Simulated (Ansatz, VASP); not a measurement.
Ca: VASP beside Ansatz

```
Ca
1.0
     0.00000    2.79420    2.79420
     2.62655    0.00000    2.79420
     2.62655    2.79420    0.00000
Ca
1
Direct
  0.00000 0.00000 0.00000
```

Change from the starting cell: strain -0.0600 x Voigt [1, 0, 0, 0, 0, 0], atoms carried along.

Alike in both runs: task single point; functional PBE; k mesh 14 × 14 × 14; occupations gaussian, width 0.15 eV; no spin polarisation.

```csv
,VASP,Ansatz
version,VASP 6.6.1,Ansatz 0.2.0
potentials or method,"VASP PAW PBE potentials, release 64 (Ca_sv), cutoff 520 eV","scalar-relativistic, plane waves, PAW"
valence electrons in the cell,10,10
```

|  | VASP | Ansatz | Ansatz less VASP |
| --- | --- | --- | --- |
| gap on the k mesh at the Fermi level (eV) | none | none | - |
| pressure (GPa) | 0.5 | 0.5 | 0.00 |
| traceless stress, the component that is largest in VASP (GPa) | 0.22 | 0.22 | 0.000 |

A gap of «none» marks a metal or a gap that the smearing closes.
